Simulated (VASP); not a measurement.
# PtS2 in VASP: further runs

PtS2 is run at these levels: PBE+D3(BJ); tasks: single point.

Everything below comes from runs of VASP 6.6.1. Logs are shortened: lines on timing, memory, paths and dates and some standing lists are left out, and cuts for length are marked.

## 1. The cell of the first run

The cell holds a slab with vacuum, 6 atoms: a = 3.542 Å, b = 3.542 Å, c = 22.467 Å, α = 90.00°, β = 90.00°, γ = 120.00°.

## 2. Single point, PBE+D3(BJ)

File INCAR:

```
SYSTEM = PtS2
ALGO = Normal ; DIPOL = 0.5 0.5 0.380
EDIFF = 1E-6 ; ENCUT = 400
GGA = PE ; GGA_COMPAT = .FALSE.
IDIPOL = 3 ; ISIF = 2
ISMEAR = 0 ; IVDW = 12
LASPH = .TRUE. ; LCHARG = .TRUE.
LDIPOL = .TRUE. ; LELF = .TRUE.
LREAL = .FALSE. ; LVACPOTAV = .TRUE.
LVHAR = .TRUE. ; LWAVE = .FALSE.
NBANDS = 31 ; NELM = 120
NELMDL = -8 ; PREC = Accurate
SIGMA = 0.05
```

File KPOINTS:

```
k-points
0
G
  9 9 1
  0 0 0
```

File POSCAR:

```
PtS2
1.0
    3.5415277692      0.0000000000      0.0000000000
   -1.7707638846      3.0670530163      0.0000000000
    0.0000000000      0.0000000000     22.4670602589
S Pt
4 2
Direct
    0.6666666667      0.3333333333      0.2002932270
    0.3333333333      0.6666666667      0.3106171518
    0.3333333333      1.0000000000      0.4484872168
    0.0000000000      1.3333333333      0.5588144101
    0.0000000000      0.0000000000      0.2556512594
   -0.3333333333      0.6666666667      0.5034568778
```

Potentials or basis: VASP PAW PBE potentials, release 64 (S, Pt).

On the command line:

```bash
> cat potpaw_PBE.64/S/POTCAR potpaw_PBE.64/Pt/POTCAR > POTCAR
> mpirun -np 1 vasp_std > vasp.out
```

OUTCAR:

```text
SYSTEM = PtS2
   EDIFF = 1E-6
   ENCUT = 400
   GGA = PE
   ISIF = 2
   ISMEAR = 0
   IVDW = 12
   LASPH = .TRUE.
   LREAL = .FALSE.
   NELM = 120
   NELMDL = -8
   PREC = Accurate
 IVDW          = 12

 ion  position               nearest neighbor table
   1  0.667  0.333  0.200-   5 2.39   5 2.39   5 2.39
   2  0.333  0.667  0.311-   5 2.39   5 2.39   5 2.39
   3  0.333  0.000  0.448-   6 2.39   6 2.39   6 2.39
   4  0.000  0.333  0.559-   6 2.39   6 2.39   6 2.39
   5  0.000  0.000  0.256-   2 2.39   2 2.39   2 2.39   1 2.39   1 2.39   1 2.39
   6  0.667  0.667  0.503-   3 2.39   3 2.39   3 2.39   4 2.39   4 2.39   4 2.39

  LATTYP: Found a hexagonal cell.
 ALAT       =     3.5415277692
 C/A-ratio  =     6.3438893390

  Lattice vectors:

 A1 = (   3.5415277692,   0.0000000000,   0.0000000000)
 A2 = (  -1.7707638846,   3.0670530163,   0.0000000000)
 A3 = (   0.0000000000,   0.0000000000,  22.4670602589)

Analysis of symmetry for initial positions (statically):
=====================================================================
 Subroutine PRICEL returns:
 Original cell was already a primitive cell.

 Routine SETGRP: Setting up the symmetry group for a
 hexagonal supercell.

 Subroutine GETGRP returns: Found  2 space group operations
 (whereof  1 operations were pure point group operations)
 out of a pool of 24 trial point group operations.

The static configuration has the point symmetry C_1 .
 The point group associated with its full space group is S_2 .

Analysis of symmetry for dynamics (positions and initial velocities):
=====================================================================
 Subroutine PRICEL returns:
 Original cell was already a primitive cell.

 Routine SETGRP: Setting up the symmetry group for a
 hexagonal supercell.

 Subroutine GETGRP returns: Found  2 space group operations
 (whereof  1 operations were pure point group operations)
 out of a pool of 24 trial point group operations.

The dynamic configuration has the point symmetry C_1 .
 The point group associated with its full space group is S_2 .

 Subroutine INISYM returns: Found  2 space group operations
 (whereof  1 operations are pure point group operations),
 and found     1 'primitive' translations

----------------------------------------------------------------------------------------

                                     Primitive cell

  volume of cell :     244.0384

  direct lattice vectors                    reciprocal lattice vectors
     3.541527769  0.000000000  0.000000000     0.282364015  0.163022940  0.000000000
    -1.770763885  3.067053016  0.000000000     0.000000000  0.326045880  0.000000000
     0.000000000  0.000000000 22.467060259     0.000000000  0.000000000  0.044509606

  length of vectors
     3.541527769  3.541527769 22.467060259     0.326045880  0.326045880  0.044509606

  position of ions in fractional coordinates (direct lattice)
     0.666666667  0.333333333  0.200293227
     0.333333333  0.666666667  0.310617152
     0.333333333  0.000000000  0.448487217
     0.000000000  0.333333333  0.558814410
     0.000000000  0.000000000  0.255651259
     0.666666667  0.666666667  0.503456878

  ion indices of the primitive-cell ions
   primitive index   ion index
                 1           1
                 2           2
                 3           3
                 4           4
                 5           5
                 6           6

----------------------------------------------------------------------------------------

 KPOINTS: k-points

Automatic generation of k-mesh.
 Grid dimensions read from file:
 generate k-points for:    9    9    1

 Generating k-lattice:

  Cartesian coordinates                     Fractional coordinates (reciprocal lattice)
     0.031373779  0.018113660  0.000000000     0.111111111  0.000000000  0.000000000
     0.000000000  0.036227320  0.000000000     0.000000000  0.111111111  0.000000000
     0.000000000  0.000000000  0.044509606     0.000000000  0.000000000  1.000000000

  Length of vectors
     0.036227320  0.036227320  0.044509606

  Shift w.r.t. Gamma in fractional coordinates (k-lattice)
     0.000000000  0.000000000  0.000000000

 Subroutine IBZKPT returns following result:
 ===========================================

 Found     41 irreducible k-points:

 Following reciprocal coordinates:
            Coordinates               Weight
  0.000000  0.000000  0.000000      1.000000
  0.111111 -0.000000  0.000000      2.000000
  0.000000  0.111111  0.000000      2.000000
 -0.111111  0.111111  0.000000      2.000000
  0.222222 -0.000000  0.000000      2.000000
  0.000000  0.222222  0.000000      2.000000
[... 16 lines left out ...]
  0.333333  0.111111  0.000000      2.000000
 -0.111111  0.444444  0.000000      2.000000
 [... further k-points ...]
   k-points           NKPTS =     41   k-points in BZ     NKDIM =     41   number of bands    NBANDS=     31
   number of dos      NEDOS =    301   number of ions     NIONS =      6
   total plane-waves  NPLWV =  86400
   dimension x,y,z NGX =    24 NGY =   24 NGZ =  150
   dimension x,y,z NGXF=    48 NGYF=   48 NGZF=  300
   ions per type =               4   2
   NGX,Y,Z   is equivalent  to a cutoff of  11.27, 11.27, 11.10 a.u.
   NGXF,Y,Z  is equivalent  to a cutoff of  22.53, 22.53, 22.20 a.u.
 SYSTEM =  PtS2
   PREC   = accura    normal or accurate (medium, high low for compatibility)
   ISTART =      0    job   : 0-new  1-cont  2-samecut
   ICHARG =      2    charge: 1-file 2-atom 10-const
   ISPIN  =      1    spin polarized calculation?
   LNONCOLLINEAR =      F non collinear calculations
   LSORBIT =      F    spin-orbit coupling
   LASPH  =      T    aspherical Exc in radial PAW
   ENCUT  =  400.0 eV  29.40 Ry    5.42 a.u.   5.78  5.78 36.64*2*pi/ulx,y,z
   NELM   =    120;   NELMIN=  2; NELMDL= -8     # of ELM steps
   EDIFF  = 0.1E-05   stopping-criterion for ELM
   LREAL  =      F    real-space projection
   EDIFFG = 0.1E-04   stopping-criterion for IOM
   NSW    =      0    number of steps for IOM
   IBRION =     -1    ionic relax: 0-MD 1-quasi-New 2-CG
   NFREE  =      0    steps in history (QN), initial steepest desc. (CG)
   ISIF   =      2    stress and relaxation
   ISYM   =      2    0-nonsym 1-usesym 2-fastsym
   POTIM  = 0.5000    time-step for ionic-motion
   TEBEG  =    0.0;   TEEND  =   0.0 temperature during run
   PSTRESS=    0.0 pullay stress
   NELECT =      44.0000    total number of electrons
   NUPDOWN=      -1.0000    fix difference up-down
   EMIN   =  10.00;   EMAX   =-10.00  energy-range for DOS
   EFERMI =   0.00;   METHOD = LEGACY
   ISMEAR =     0;   SIGMA  =   0.05  broadening in eV -4-tet -1-fermi 0-gaus
   EFERMI_NEDOS =   21; number of points for ismear=-14 and -15
   IALGO  =     38    algorithm
   IMIX   =      4    mixing-type and parameters
     AMIX     =   0.40;   BMIX     =  1.00
     AMIX_MAG =   1.60;   BMIX_MAG =  1.00
  volume/ion in A,a.u.               =      40.67       274.48
  Fermi-wavevector in a.u.,A,eV,Ry     =   0.924854  1.747720 11.637800  0.855354
  Thomas-Fermi vector in A             =   2.050645
   LORBIT       =      0    0 simple, 1 ext, 2 COOP (PROOUT), +10 PAW based schemes
   GGA     = PE    functional components
   LHFCALC =     F    Hartree Fock is set to
   AEXX    =    0.0000 exact exchange contribution
   IVDW    =    12    specifies the selected vdW correction
   LEPSILON=     F    determine dielectric tensor
   LRPA    =     F    only Hartree local field effects (RPA)
 non-spin polarized calculation
 Gauss-broadening in eV      SIGMA  =   0.05
  energy-cutoff  :      400.00
  volume of cell :      244.04
 maximum number of plane-waves:      4458
   NGX = 11   NGY = 11   NGZ = 73

 number of electron      43.9999985 magnetization

 dipolmoment           0.000000      0.000000      0.000612 electrons x Angstroem

 Free energy of the ion-electron system (eV)
  ---------------------------------------------------
  ext. energy  EPLUGINS =         0.00000000
  ---------------------------------------------------
  free energy    TOTEN  =       -30.84301570 eV

  energy without entropy =      -30.84301570  energy(sigma->0) =      -30.84301570

 E-fermi :  -0.1354     XC(G=0):  -5.4102

 val. band max:       -0.3890701934   @ k =  -0.2222   0.1111   0.0000
 cond. band min:       0.8021875376   @ k =   0.2222  -0.0000   0.0000
 fundamental gap:      1.1912577310
 Fermi energy:        -0.1354024858

 k-point     1 :       0.0000    0.0000    0.0000
  band No.  band energies     occupation
      1     -14.9553      2.00000
      2     -14.8645      2.00000
      3     -12.7972      2.00000
      4     -12.6011      2.00000
      5      -6.4125      2.00000
      6      -6.4092      2.00000
[... 23 lines left out ...]
     30       5.3626      0.00000
     31       5.5783      0.00000

 k-point     2 :       0.1111   -0.0000    0.0000
  band No.  band energies     occupation
      1     -14.8016      2.00000
      2     -14.7095      2.00000
      3     -12.8223      2.00000
      4     -12.6399      2.00000
      5      -6.4495      2.00000
      6      -6.3744      2.00000
[... 23 lines left out ...]
     30       5.9289      0.00000
     31       5.9621      0.00000

 k-point     3 :       0.0000    0.1111    0.0000
  band No.  band energies     occupation
      1     -14.8011      2.00000
      2     -14.7099      2.00000
      3     -12.8208      2.00000
      4     -12.6413      2.00000
      5      -6.4481      2.00000
      6      -6.3765      2.00000
[... 23 lines left out ...]
     30       5.9222      0.00000
     31       6.0320      0.00000

 k-point     4 :      -0.1111    0.1111    0.0000
  band No.  band energies     occupation
      1     -14.8010      2.00000
      2     -14.7100      2.00000
      3     -12.8210      2.00000
      4     -12.6413      2.00000
      5      -6.4520      2.00000
      6      -6.3786      2.00000
[... 23 lines left out ...]
     30       5.9366      0.00000
     31       5.9761      0.00000

 k-point     5 :       0.2222   -0.0000    0.0000
  band No.  band energies     occupation
      1     -14.3760      2.00000
      2     -14.2801      2.00000
      3     -12.8878      2.00000
      4     -12.7374      2.00000
      5      -6.4222      2.00000
      6      -6.2638      2.00000
[... 23 lines left out ...]
     30       5.9311      0.00000
     31       6.7461      0.00000
[... 542 lines left out ...]
     30       6.3434      0.00000
     31       7.3231      0.00000

 k-point    22 :       0.3333   -0.1111    0.0000
  band No.  band energies     occupation
      1     -14.0048      2.00000
      2     -13.9071      2.00000
      3     -12.9366      2.00000
      4     -12.8119      2.00000
      5      -6.3226      2.00000
      6      -6.1673      2.00000
[... 23 lines left out ...]
     30       6.3702      0.00000
     31       7.2699      0.00000

 k-point    23 :       0.3333    0.1111    0.0000
  band No.  band energies     occupation
      1     -13.4875      2.00000
      2     -13.3821      2.00000
      3     -12.9769      2.00000
      4     -12.8804      2.00000
      5      -6.7460      2.00000
      6      -6.7329      2.00000
[... 23 lines left out ...]
     30       6.9269      0.00000
     31       7.3561      0.00000

 k-point    24 :      -0.1111    0.4444    0.0000
  band No.  band energies     occupation
      1     -13.4738      2.00000
      2     -13.3915      2.00000
      3     -12.9636      2.00000
      4     -12.8973      2.00000
      5      -6.7823      2.00000
      6      -6.6877      2.00000
[... 23 lines left out ...]
     30       7.0297      0.00000
     31       7.3443      0.00000

 [... further k-points ...]

------------------------ aborting loop because EDIFF is reached ----------------------------------------

 Edisp (eV)   -1.95585

 E8    (eV) :    -0.8102

  FORCE on cell =-STRESS in cart. coord.  units (eV):
  Direction    XX          YY          ZZ          XY          YZ          ZX
  --------------------------------------------------------------------------------------
  -------------------------------------------------------------------------------------
  Total      -0.35390    -0.14358    -0.24924    -0.06057     0.33182    -0.17458
  in kB      -2.32344    -0.94264    -1.63631    -0.39764     2.17846    -1.14616
  external pressure =       -1.63 kB  Pullay stress =        0.00 kB

 VOLUME and BASIS-vectors are now :
 -----------------------------------------------------------------------------
  energy-cutoff  :      400.00
  volume of cell :      244.04
      direct lattice vectors                 reciprocal lattice vectors
     3.541527769  0.000000000  0.000000000     0.282364015  0.163022940  0.000000000
    -1.770763885  3.067053016  0.000000000     0.000000000  0.326045880  0.000000000
     0.000000000  0.000000000 22.467060259     0.000000000  0.000000000  0.044509606

 POSITION                                       TOTAL-FORCE (eV/Angst)
 -----------------------------------------------------------------------------------
      1.77076      1.02235      4.50000         0.010936     -0.038033      0.038763
     -0.00000      2.04470      6.97865         0.028193     -0.098755     -0.038592
      1.18051      0.00000     10.07619        -0.028193      0.098755      0.038592
     -0.59025      1.02235     12.55492        -0.010936      0.038033     -0.038763
      0.00000      0.00000      5.74373        -0.000144      0.050479     -0.001271
      1.18051      2.04470     11.31120         0.000144     -0.050479      0.001271
 -----------------------------------------------------------------------------------
    total drift:                                0.000092     -0.000230      0.091609

  FREE ENERGIE OF THE ION-ELECTRON SYSTEM (eV)
  ---------------------------------------------------
  free  energy   TOTEN  =       -32.7988701723 eV

  energy  without entropy=      -32.7988701723  energy(sigma->0) =      -32.79887017

 vacuum level on the upper side and lower side of the slab         5.498         5.487
```

Run time: 3.1 min. Hardware: 1 thread of Intel Xeon 6975P-C (Granite Rapids), shared host; peak memory 0.38 GiB.

Results:

```
Free energy                : -32.7989 eV
Largest force              : 0.110 eV/Å
Band gap on the k mesh     : 1.19 eV, indirect (least direct gap 1.32 eV)
Dispersion energy per atom : -0.326 eV
```

Forces in eV/Å, atoms in the order of the input:
```
S    0.011 -0.038  0.039
S    0.028 -0.099 -0.039
S   -0.028  0.099  0.039
S   -0.011  0.038 -0.039
Pt   0.000  0.050 -0.001
Pt   0.000 -0.050  0.001
```

Caveat: spin-orbit coupling is left out, which moves the levels of the heavy elements.

## 3. Single point, PBE+D3(BJ)

File INCAR:

```
SYSTEM = PtS2
PREC = Accurate ; ENCUT = 400
EDIFF = 1E-6 ; ISMEAR = 0
SIGMA = 0.05 ; LREAL = .False.
LASPH = .True. ; NELM = 120
ALGO = Normal ; ISIF = 2
LWAVE = .False. ; LCHARG = .False.
LDIPOL = .True. ; IDIPOL = 3
DIPOL = 0.5 0.5 0.386 ; GGA = PE
IVDW = 12 ; NBANDS = 31
GGA_COMPAT = .False. ; NELMDL = -8
```

File KPOINTS:

```
Automatic mesh
0
Gamma
  9 9 1
  0 0 0
```

File POSCAR:

```
PtS2
1.0
    3.5415277692      0.0000000000      0.0000000000
   -1.7707638846      3.0670530163      0.0000000000
    0.0000000000      0.0000000000     22.4670602589
S Pt
4 2
Direct
    0.6666666667      0.3333333333      0.2002932270
    0.3333333333      0.6666666667      0.3107008778
    0.3333333333      0.8333333333      0.4619327490
    0.0000000000      1.1666666667      0.5723303268
    0.0000000000      0.0000000000      0.2555983187
   -0.3333333333      0.5000000000      0.5170357533
```

Potentials or basis: VASP PAW PBE potentials, release 64 (S, Pt).

On the command line:

```bash
> cat potpaw_PBE.64/S/POTCAR potpaw_PBE.64/Pt/POTCAR > POTCAR
> mpirun -np 1 vasp_std > vasp.out
```

Run time: 2.5 min. Hardware: 1 thread of Intel Xeon 6975P-C (Granite Rapids), shared host; peak memory 0.38 GiB.

The run converged. Its results:

* Free energy: -32.7577 eV
* Largest force: 0.062 eV/Å
* Band gap on the k mesh: 1.33 eV, indirect (least direct gap 1.45 eV)
* Dispersion energy per atom: -0.316 eV

Forces in eV/Å, atoms in the order of the input:
```
S    0.008 -0.017  0.042
S    0.020 -0.042 -0.042
S   -0.020  0.042  0.041
S   -0.008  0.017 -0.039
Pt  -0.007  0.021  0.000
Pt   0.007 -0.021 -0.002
```

Levels at points of the mesh, in eV from the valence-band top:
| k point | band 18 | band 19 | band 20 | band 21 | band 22 | band 23 | band 24 | band 25 | band 26 | band 27 |
| --- | --- | --- | --- | --- | --- | --- | --- | --- | --- | --- |
| (0.00, 0.00, 0.00) | -0.62 | -0.62 | -0.58 | -0.57 | -0.48 | 2.84 | 2.86 | 2.91 | 2.93 | 5.12 |

Caveat: spin-orbit coupling is left out, which moves the levels of the heavy elements.
